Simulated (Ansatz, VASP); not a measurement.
# GaP in VASP and in Ansatz

```
CELL_PARAMETERS angstrom
0.00000 2.71922 2.71922
2.71922 0.00000 2.71922
2.71922 2.71922 0.00000
ATOMIC_POSITIONS crystal
Ga 0.00000 0.00000 0.00000
P 0.25000 0.25000 0.25000
```

Alike in both runs: functional PBEsol; k mesh 8 × 8 × 8; occupations gaussian, width 0.02 eV; no spin polarisation.

Ansatz relaxed the structure, and its values are those at the end. VASP's run is a single point on that final structure, the one shown.

|  | VASP | Ansatz |
| --- | --- | --- |
| version | VASP 6.6.1 | Ansatz 0.2.0 |
| potentials or method | VASP PAW PBE potentials, release 64 (Ga_d, P), cutoff 500 eV | scalar-relativistic, plane waves, PAW |
| valence electrons in the cell | 18 | 18 |

VASP gave:

```
gap on the k mesh at the Fermi level (eV) : 1.50
least direct gap on the mesh (eV)         : 1.80
pressure (GPa)                            : -0.1
```

Problem. Estimate Ansatz's values.

Solution. gap on the k mesh at the Fermi level (eV): 1.50; least direct gap on the mesh (eV): 1.80; pressure (GPa): 0.0.

VASP's potentials were made for PBE, not for PBEsol.
